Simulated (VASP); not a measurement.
# AgI (P6_3mc) in VASP: settings compared

Aim: see how the results for AgI move with the level of theory and the settings. Levels: PBE, r2SCAN. Tasks: single point.

Everything below comes from runs of VASP 6.6.1. Logs are shortened: lines on timing, memory, paths and dates and some standing lists are left out, and cuts for length are marked.

**1. The cell of the first run**

The structure is hexagonal, space group P6_3mc (No. 186). The conventional cell has a = 4.686 Å, b = 4.686 Å, c = 7.661 Å, α = 90.00°, β = 90.00°, γ = 120.00°. Within 3.8 Å of Ag (site symmetry 3m) lie 4 I at 2.87 Å. Within 3.8 Å of I (site symmetry 3m) lie 4 Ag at 2.87 Å.

**2. Single point, PBE**

The input, INCAR:

```
ALGO = Normal ; EDIFF = 1E-6
ENCUT = 500 ; GGA = PE
GGA_COMPAT = F ; ISIF = 2
ISMEAR = -1 ; LASPH = T
LCHARG = F ; LREAL = F
LWAVE = F ; NBANDS = 26
NELM = 120 ; PREC = Accurate
SIGMA = 0.02
```

The input, KPOINTS:

```
k-points
0
Gamma
  6 6 4
```

The input, POSCAR:

```
AgI
1.0
    4.6862871461      0.0000000000      0.0000000000
   -2.3431435731      4.0584437180      0.0000000000
    0.0000000000      0.0000000000      7.6611314757
Ag I
2 2
Direct
    0.3333333333      0.6666666667      0.0024493945
    0.6666666667      0.3333333333      0.5024493945
    0.3333333333      0.6666666667      0.3774506055
    0.6666666667      0.3333333333      0.8774506055
```

Potentials or basis: VASP PAW PBE potentials, release 64 (Ag, I).

Started as:

```bash
$ cat potpaw_PBE.64/Ag/POTCAR potpaw_PBE.64/I/POTCAR > POTCAR
$ mpirun -np 1 vasp_std > vasp.out
```

OUTCAR:

```text
EDIFF = 1E-6
   ENCUT = 500
   GGA = PE
   ISIF = 2
   ISMEAR = -1
   LASPH = T
   LREAL = F
   NELM = 120
   PREC = Accurate

 ion  position               nearest neighbor table
   1  0.333  0.667  0.002-   4 2.87   4 2.87   4 2.87   3 2.87
   2  0.667  0.333  0.502-   3 2.87   3 2.87   3 2.87   4 2.87
   3  0.333  0.667  0.377-   2 2.87   2 2.87   2 2.87   1 2.87
   4  0.667  0.333  0.877-   1 2.87   1 2.87   1 2.87   2 2.87

  LATTYP: Found a hexagonal cell.
 ALAT       =     4.6862871461
 C/A-ratio  =     1.6347977059

  Lattice vectors:

 A1 = (   4.6862871461,   0.0000000000,   0.0000000000)
 A2 = (  -2.3431435731,   4.0584437180,   0.0000000000)
 A3 = (   0.0000000000,   0.0000000000,   7.6611314757)

Analysis of symmetry for initial positions (statically):
=====================================================================
 Subroutine PRICEL returns:
 Original cell was already a primitive cell.

 Routine SETGRP: Setting up the symmetry group for a
 hexagonal supercell.

 Subroutine GETGRP returns: Found 12 space group operations
 (whereof  6 operations were pure point group operations)
 out of a pool of 24 trial point group operations.

The static configuration has the point symmetry C_3v.
 The point group associated with its full space group is C_6v.

Analysis of symmetry for dynamics (positions and initial velocities):
=====================================================================
 Subroutine PRICEL returns:
 Original cell was already a primitive cell.

 Routine SETGRP: Setting up the symmetry group for a
 hexagonal supercell.

 Subroutine GETGRP returns: Found 12 space group operations
 (whereof  6 operations were pure point group operations)
 out of a pool of 24 trial point group operations.

The dynamic configuration has the point symmetry C_3v.
 The point group associated with its full space group is C_6v.

 Subroutine INISYM returns: Found 12 space group operations
 (whereof  6 operations are pure point group operations),
 and found     1 'primitive' translations

----------------------------------------------------------------------------------------

                                     Primitive cell

  volume of cell :     145.7073

  direct lattice vectors                    reciprocal lattice vectors
     4.686287146  0.000000000  0.000000000     0.213388546  0.123199934  0.000000000
    -2.343143573  4.058443718  0.000000000     0.000000000  0.246399869  0.000000000
     0.000000000  0.000000000  7.661131476     0.000000000  0.000000000  0.130529022

  length of vectors
     4.686287146  4.686287146  7.661131476     0.246399869  0.246399869  0.130529022

  position of ions in fractional coordinates (direct lattice)
     0.333333333  0.666666667  0.002449394
     0.666666667  0.333333333  0.502449394
     0.333333333  0.666666667  0.377450606
     0.666666667  0.333333333  0.877450606

  ion indices of the primitive-cell ions
   primitive index   ion index
                 1           1
                 2           2
                 3           3
                 4           4

----------------------------------------------------------------------------------------

 KPOINTS: k-points

Automatic generation of k-mesh.
 Grid dimensions read from file:
 generate k-points for:    6    6    4

 Generating k-lattice:

  Cartesian coordinates                     Fractional coordinates (reciprocal lattice)
     0.035564758  0.020533322  0.000000000     0.166666667  0.000000000  0.000000000
     0.000000000  0.041066645  0.000000000     0.000000000  0.166666667  0.000000000
     0.000000000  0.000000000  0.032632256     0.000000000  0.000000000  0.250000000

  Length of vectors
     0.041066645  0.041066645  0.032632256

  Shift w.r.t. Gamma in fractional coordinates (k-lattice)
     0.000000000  0.000000000  0.000000000

 Subroutine IBZKPT returns following result:
 ===========================================

 Found     21 irreducible k-points:

 Following reciprocal coordinates:
            Coordinates               Weight
  0.000000  0.000000  0.000000      1.000000
  0.166667 -0.000000  0.000000      6.000000
  0.333333  0.000000  0.000000      6.000000
  0.500000  0.000000  0.000000      3.000000
  0.166667  0.166667  0.000000      6.000000
  0.333333  0.166667  0.000000     12.000000
[... 13 lines left out ...]
  0.333333  0.166667  0.500000     12.000000
  0.333333  0.333333  0.500000      2.000000
   k-points           NKPTS =     21   k-points in BZ     NKDIM =     21   number of bands    NBANDS=     26
   number of dos      NEDOS =    301   number of ions     NIONS =      4
   total plane-waves  NPLWV =  72576
   dimension x,y,z NGX =    36 NGY =   36 NGZ =   56
   dimension x,y,z NGXF=    72 NGYF=   72 NGZF=  112
   ions per type =               2   2
   NGX,Y,Z   is equivalent  to a cutoff of  12.77, 12.77, 12.15 a.u.
   NGXF,Y,Z  is equivalent  to a cutoff of  25.54, 25.54, 24.30 a.u.
 SYSTEM =  unknown system
   PREC   = accura    normal or accurate (medium, high low for compatibility)
   ISTART =      0    job   : 0-new  1-cont  2-samecut
   ICHARG =      2    charge: 1-file 2-atom 10-const
   ISPIN  =      1    spin polarized calculation?
   LNONCOLLINEAR =      F non collinear calculations
   LSORBIT =      F    spin-orbit coupling
   LASPH  =      T    aspherical Exc in radial PAW
   ENCUT  =  500.0 eV  36.75 Ry    6.06 a.u.   8.54  8.54 13.97*2*pi/ulx,y,z
   NELM   =    120;   NELMIN=  2; NELMDL= -5     # of ELM steps
   EDIFF  = 0.1E-05   stopping-criterion for ELM
   LREAL  =      F    real-space projection
   EDIFFG = 0.1E-04   stopping-criterion for IOM
   NSW    =      0    number of steps for IOM
   IBRION =     -1    ionic relax: 0-MD 1-quasi-New 2-CG
   NFREE  =      0    steps in history (QN), initial steepest desc. (CG)
   ISIF   =      2    stress and relaxation
   ISYM   =      2    0-nonsym 1-usesym 2-fastsym
   POTIM  = 0.5000    time-step for ionic-motion
   TEBEG  =    0.0;   TEEND  =   0.0 temperature during run
   PSTRESS=    0.0 pullay stress
   NELECT =      36.0000    total number of electrons
   NUPDOWN=      -1.0000    fix difference up-down
   EMIN   =  10.00;   EMAX   =-10.00  energy-range for DOS
   EFERMI =   0.00;   METHOD = LEGACY
   ISMEAR =    -1;   SIGMA  =   0.02  broadening in eV -4-tet -1-fermi 0-gaus
   EFERMI_NEDOS =   21; number of points for ismear=-14 and -15
   IALGO  =     38    algorithm
   IMIX   =      4    mixing-type and parameters
     AMIX     =   0.40;   BMIX     =  1.00
     AMIX_MAG =   1.60;   BMIX_MAG =  1.00
  volume/ion in A,a.u.               =      36.43       245.82
  Fermi-wavevector in a.u.,A,eV,Ry     =   1.027264  1.941247 14.357826  1.055270
  Thomas-Fermi vector in A             =   2.161199
   LORBIT       =      0    0 simple, 1 ext, 2 COOP (PROOUT), +10 PAW based schemes
   GGA     = PE    functional components
   LHFCALC =     F    Hartree Fock is set to
   AEXX    =    0.0000 exact exchange contribution
   IVDW    =     0    specifies the selected vdW correction
   LEPSILON=     F    determine dielectric tensor
   LRPA    =     F    only Hartree local field effects (RPA)
 non-spin polarized calculation
  energy-cutoff  :      500.00
  volume of cell :      145.71
 maximum number of plane-waves:      3730
 NGX is ok and might be reduce to    36
   NGX = 17   NGY = 17   NGZ = 27

 number of electron      35.9999997 magnetization

 Free energy of the ion-electron system (eV)
  ---------------------------------------------------
  ext. energy  EPLUGINS =         0.00000000
  ---------------------------------------------------
  free energy    TOTEN  =        -9.58037761 eV

  energy without entropy =       -9.58037761  energy(sigma->0) =       -9.58037761

 E-fermi :   2.8873     XC(G=0):  -8.1435

 val. band max:        2.4646082670   @ k =   0.0000   0.0000   0.0000
 cond. band min:       3.8333172491   @ k =   0.0000   0.0000   0.0000
 fundamental gap:      1.3687089821
 Fermi energy:         2.8873381285

 k-point     1 :       0.0000    0.0000    0.0000
  band No.  band energies     occupation
      1     -10.0127      2.00000
      2      -9.7677      2.00000
      3      -1.3819      2.00000
      4      -1.3812      2.00000
      5      -1.3812      2.00000
      6      -1.2812      2.00000
[... 18 lines left out ...]
     25       9.1622      0.00000
     26       9.6721      0.00000

 k-point     2 :       0.1667   -0.0000    0.0000
  band No.  band energies     occupation
      1      -9.9599      2.00000
      2      -9.7421      2.00000
      3      -1.4250      2.00000
      4      -1.3450      2.00000
      5      -1.3407      2.00000
      6      -1.2528      2.00000
[... 18 lines left out ...]
     25       9.3577      0.00000
     26       9.6557      0.00000

 k-point     3 :       0.3333    0.0000    0.0000
  band No.  band energies     occupation
      1      -9.8423      2.00000
      2      -9.6983      2.00000
      3      -1.4793      2.00000
      4      -1.3383      2.00000
      5      -1.2652      2.00000
      6      -1.1518      2.00000
[... 18 lines left out ...]
     25       9.8643      0.00000
     26      10.1850      0.00000

 k-point     4 :       0.5000    0.0000    0.0000
  band No.  band energies     occupation
      1      -9.7695      2.00000
      2      -9.6882      2.00000
      3      -1.4653      2.00000
      4      -1.3570      2.00000
      5      -1.2316      2.00000
      6      -1.0650      2.00000
[... 18 lines left out ...]
     25       9.9443      0.00000
     26      11.5222      0.00000
[... 409 lines left out ...]
      1      -9.7910      2.00000
      2      -9.7910      2.00000
      3      -1.4926      2.00000
      4      -1.4926      2.00000
      5      -1.2431      2.00000
      6      -1.2431      2.00000
[... 18 lines left out ...]
     25       9.5622      0.00000
     26       9.5622      0.00000

 k-point    20 :       0.3333    0.1667    0.5000
  band No.  band energies     occupation
      1      -9.7279      2.00000
      2      -9.7279      2.00000
      3      -1.4758      2.00000
      4      -1.4758      2.00000
      5      -1.1729      2.00000
      6      -1.1729      2.00000
[... 18 lines left out ...]
     25       9.9383      0.00000
     26       9.9383      0.00000

 k-point    21 :       0.3333    0.3333    0.5000
  band No.  band energies     occupation
      1      -9.7067      2.00000
      2      -9.7067      2.00000
      3      -1.3694      2.00000
      4      -1.3694      2.00000
      5      -1.2213      2.00000
      6      -1.2213      2.00000
[... 18 lines left out ...]
     25      10.6761      0.00000
     26      10.6762      0.00000

------------------------ aborting loop because EDIFF is reached ----------------------------------------

  FORCE on cell =-STRESS in cart. coord.  units (eV):
  Direction    XX          YY          ZZ          XY          YZ          ZX
  --------------------------------------------------------------------------------------
  -------------------------------------------------------------------------------------
  Total       -0.0592514     -0.0592514     -0.0588746      0.0000000      0.0000000      0.0000000
  in kB       -0.6515206     -0.6515206     -0.6473765      0.0000000      0.0000000      0.0000000
  external PRESSURE =      -0.6501392 kB  Pullay stress =       0.0000000 kB

 VOLUME and BASIS-vectors are now :
 -----------------------------------------------------------------------------
  energy-cutoff  :      500.00
  volume of cell :      145.71
      direct lattice vectors                 reciprocal lattice vectors
     4.686287146  0.000000000  0.000000000     0.213388546  0.123199934  0.000000000
    -2.343143573  4.058443718  0.000000000     0.000000000  0.246399869  0.000000000
     0.000000000  0.000000000  7.661131476     0.000000000  0.000000000  0.130529022

 POSITION                                       TOTAL-FORCE (eV/Angst)
 -----------------------------------------------------------------------------------
     -0.00000      2.70563      0.01877         0.000000      0.000000      0.000671
      2.34314      1.35281      3.84933        -0.000000      0.000000      0.000671
     -0.00000      2.70563      2.89170         0.000000      0.000000     -0.000671
      2.34314      1.35281      6.72226        -0.000000      0.000000     -0.000671
 -----------------------------------------------------------------------------------
    total drift:                               -0.000000      0.000000     -0.000403

  FREE ENERGIE OF THE ION-ELECTRON SYSTEM (eV)
  ---------------------------------------------------
  free  energy   TOTEN  =        -9.5803776067 eV

  energy  without entropy=       -9.5803776067  energy(sigma->0) =       -9.58037761
```

Wall time 2 min (1 thread of Intel Xeon Platinum 8375C at 2.90GHz (Ice Lake), shared host); peak memory 0.28 GiB.

Results:

```yaml
Free_energy: -9.5804 eV
Pressure: -0.1 GPa
Band_gap_on_the_k_mesh: 1.37 eV
```

Caveat: spin-orbit coupling is left out, which moves the levels of the heavy elements.

**3. Single point, r2SCAN**

This run uses another cell than the first one, of 35.59 Å³/atom.

The input, POSCAR:

```
AgI
1.0
    4.6512919221      0.0000000000      0.0000000000
   -2.3256459611      4.0281369650      0.0000000000
    0.0000000000      0.0000000000      7.5978539869
Ag I
2 2
Direct
    0.3333333333      0.6666666667      0.0024013965
    0.6666666667      0.3333333333      0.5024013965
    0.3333333333      0.6666666667      0.3774986035
    0.6666666667      0.3333333333      0.8774986035
```

The input, INCAR.step1:

```
SYSTEM = AgI
ALGO = Normal ; EDIFF = 1E-5
ENCUT = 550 ; GGA = PE
GGA_COMPAT = .False. ; ISMEAR = -1
LASPH = .True. ; LCHARG = .False.
LREAL = .False. ; LWAVE = .True.
NBANDS = 26 ; NELM = 120
PREC = Accurate ; SIGMA = 0.02
```

The input, INCAR.step2:

```
SYSTEM = AgI
ALGO = Normal ; EDIFF = 1E-6
ENCUT = 550 ; GGA_COMPAT = .False.
ISIF = 2 ; ISMEAR = -1
ISTART = 1 ; LASPH = .True.
LCHARG = .False. ; LMIXTAU = .True.
LREAL = .False. ; LWAVE = .False.
METAGGA = R2SCAN ; NBANDS = 26
NELM = 120 ; PREC = Accurate
SIGMA = 0.02
```

The input, KPOINTS:

```
k-points
0
Gamma
  6 6 4
  0 0 0
```

Potentials or basis: VASP PAW PBE potentials, release 64 (Ag, I).

Started as:

```bash
$ cat potpaw_PBE.64/Ag/POTCAR potpaw_PBE.64/I/POTCAR > POTCAR
$ cp INCAR.step1 INCAR
$ mpirun -np 1 vasp_std > vasp.out
$ cp INCAR.step2 INCAR
$ mpirun -np 1 vasp_std > vasp.out
```

OUTCAR:

```text
SYSTEM = AgI
   EDIFF = 1E-6
   ENCUT = 550
   ISIF = 2
   ISMEAR = -1
   ISTART = 1
   LASPH = .True.
   LREAL = .False.
   METAGGA = R2SCAN
   NELM = 120
   PREC = Accurate

 ion  position               nearest neighbor table
   1  0.333  0.667  0.002-   4 2.85   4 2.85   4 2.85   3 2.85
   2  0.667  0.333  0.502-   3 2.85   3 2.85   3 2.85   4 2.85
   3  0.333  0.667  0.377-   2 2.85   2 2.85   2 2.85   1 2.85
   4  0.667  0.333  0.877-   1 2.85   1 2.85   1 2.85   2 2.85

  LATTYP: Found a hexagonal cell.
 ALAT       =     4.6512919221
 C/A-ratio  =     1.6334932561

  Lattice vectors:

 A1 = (   4.6512919221,   0.0000000000,   0.0000000000)
 A2 = (  -2.3256459611,   4.0281369650,   0.0000000000)
 A3 = (   0.0000000000,   0.0000000000,   7.5978539869)

Analysis of symmetry for initial positions (statically):
=====================================================================
 Subroutine PRICEL returns:
 Original cell was already a primitive cell.

 Routine SETGRP: Setting up the symmetry group for a
 hexagonal supercell.

 Subroutine GETGRP returns: Found 12 space group operations
 (whereof  6 operations were pure point group operations)
 out of a pool of 24 trial point group operations.

[... 167 lines left out ...]
 cond. band min:       4.2797318532   @ k =   0.0000   0.0000   0.0000
 fundamental gap:      1.8293444398
 Fermi energy:         2.8628702677

 k-point     1 :       0.0000    0.0000    0.0000
  band No.  band energies     occupation
      1     -10.5443      2.00000
      2     -10.2700      2.00000
      3      -1.6310      2.00000
      4      -1.6310      2.00000
      5      -1.6307      2.00000
      6      -1.5282      2.00000
[... 598 lines left out ...]
     25      11.0339      0.00000
     26      11.0339      0.00000

------------------------ aborting loop because EDIFF is reached ----------------------------------------

  FORCE on cell =-STRESS in cart. coord.  units (eV):
  Direction    XX          YY          ZZ          XY          YZ          ZX
  --------------------------------------------------------------------------------------
  -------------------------------------------------------------------------------------
  Total       -0.1051355     -0.1051355     -0.1049709      0.0000000      0.0000000      0.0000000
  in kB       -1.1832898     -1.1832898     -1.1814377      0.0000000      0.0000000      0.0000000
  external PRESSURE =      -1.1826724 kB  Pullay stress =       0.0000000 kB

 VOLUME and BASIS-vectors are now :
 -----------------------------------------------------------------------------
  energy-cutoff  :      550.00
  volume of cell :      142.35
      direct lattice vectors                 reciprocal lattice vectors
     4.651291922  0.000000000  0.000000000     0.214994031  0.124126862  0.000000000
    -2.325645961  4.028136965  0.000000000     0.000000000  0.248253723  0.000000000
     0.000000000  0.000000000  7.597853987     0.000000000  0.000000000  0.131616112

 POSITION                                       TOTAL-FORCE (eV/Angst)
 -----------------------------------------------------------------------------------
     -0.00000      2.68542      0.01825         0.000000     -0.000000     -0.000309
      2.32565      1.34271      3.81717        -0.000000      0.000000     -0.000309
     -0.00000      2.68542      2.86818         0.000000     -0.000000      0.000309
      2.32565      1.34271      6.66711        -0.000000      0.000000      0.000309
 -----------------------------------------------------------------------------------
    total drift:                               -0.000000      0.000000     -0.000855

  FREE ENERGIE OF THE ION-ELECTRON SYSTEM (eV)
  ---------------------------------------------------
  free  energy   TOTEN  =       -93.0523915229 eV

  energy  without entropy=      -93.0523915229  energy(sigma->0) =      -93.05239152
```

OUTCAR.step1:

```text
SYSTEM = AgI
   EDIFF = 1E-5
   ENCUT = 550
   GGA = PE
   ISMEAR = -1
   LASPH = .True.
   LREAL = .False.
   NELM = 120
[... 832 lines left out ...]
      2.32565      1.34271      3.81717         0.000000     -0.000000      0.000206
     -0.00000      2.68542      2.86818         0.000000     -0.000000     -0.000206
      2.32565      1.34271      6.66711        -0.000000     -0.000000     -0.000206
 -----------------------------------------------------------------------------------
    total drift:                               -0.000000      0.000000      0.001100

  FREE ENERGIE OF THE ION-ELECTRON SYSTEM (eV)
  ---------------------------------------------------
  free  energy   TOTEN  =        -9.5740793266 eV

  energy  without entropy=       -9.5740793266  energy(sigma->0) =       -9.57407933
```

OSZICAR.step1:

```text
N       E                     dE             d eps       ncg     rms          rms(c)
DAV:   1     0.212760988465E+03    0.21276E+03   -0.16173E+04  1092   0.124E+03
DAV:   2     0.147846772425E+01   -0.21128E+03   -0.20327E+03  1180   0.243E+02
DAV:   3    -0.953567476095E+01   -0.11014E+02   -0.10943E+02  1328   0.539E+01
DAV:   4    -0.974149567876E+01   -0.20582E+00   -0.20570E+00  1396   0.719E+00
DAV:   5    -0.974292761784E+01   -0.14319E-02   -0.14319E-02  1256   0.707E-01    0.668E+00
DAV:   6    -0.957171761875E+01    0.17121E+00   -0.57121E-01  1128   0.827E+00    0.497E+00
DAV:   7    -0.957357340183E+01   -0.18558E-02   -0.14976E-01  1140   0.176E+00    0.189E+00
DAV:   8    -0.957371492203E+01   -0.14152E-03   -0.98019E-03  1174   0.908E-01    0.423E-01
DAV:   9    -0.957396715441E+01   -0.25223E-03   -0.23280E-03  1200   0.435E-01    0.906E-02
DAV:  10    -0.957402170015E+01   -0.54546E-04   -0.15551E-04  1190   0.139E-01    0.321E-02
DAV:  11    -0.957408545580E+01   -0.63756E-04   -0.12497E-04  1116   0.736E-02    0.363E-02
DAV:  12    -0.957407932659E+01    0.61292E-05   -0.13405E-05   892   0.411E-02
   1 F= -.95740793E+01 E0= -.95740793E+01  d E =-.131880E-10
```

Run time: 6.3 min. Hardware: 1 thread of Intel Xeon Platinum 8375C at 2.90GHz (Ice Lake), shared host; peak memory 0.33 GiB.

What came out:

- Free energy: -93.0524 eV
- Pressure: -0.1 GPa
- Band gap on the k mesh: 1.83 eV

Caveat: the PAW data sets were made with another functional, which shifts forces and pressure a little; spin-orbit coupling is left out, which moves the levels of the heavy elements.
